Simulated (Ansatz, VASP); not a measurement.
**Two plane-wave programs on SiO2**

```xyz
3
Lattice="1.5148 0.8746 4.5644 -1.5148 0.8746 4.5644 0.0000 -1.7491 4.5644" Properties=species:S:1:pos:R:3 pbc="T T T"
Si    0.0000    0.0000    6.8466
O     0.0000    0.0000    3.2826
O     0.0000    0.0000   10.4107
```

Alike in both runs: task single point; functional PBE; k mesh 12 × 12 × 12; occupations gaussian, width 0.02 eV; no spin polarisation.

|  | VASP | Ansatz |
| --- | --- | --- |
| version | VASP 6.6.1 | Ansatz 0.2.0 |
| potentials or method | VASP PAW PBE potentials, release 64 (Si, O), cutoff 520 eV | scalar-relativistic, plane waves, PAW |
| valence electrons in the cell | 16 | 16 |

```csv
,VASP,Ansatz,Ansatz less VASP
gap on the k mesh at the Fermi level (eV),2.00,2.04,+0.031
least direct gap on the mesh (eV),2.00,2.04,+0.031
pressure (GPa),-38.5,-38.8,-0.31
"traceless stress, the component that is largest in VASP (GPa)",16.68,17.03,+0.355
rms of the force components (eV/Å),1.295,1.303,+0.0086
```

Atom by atom the forces differ by 0.009 eV/Å (rms over components). Both programs put the cell under strong tension, so it lies far from rest at this level.

Noted on VASP's run: the cell as given lies far from equilibrium.
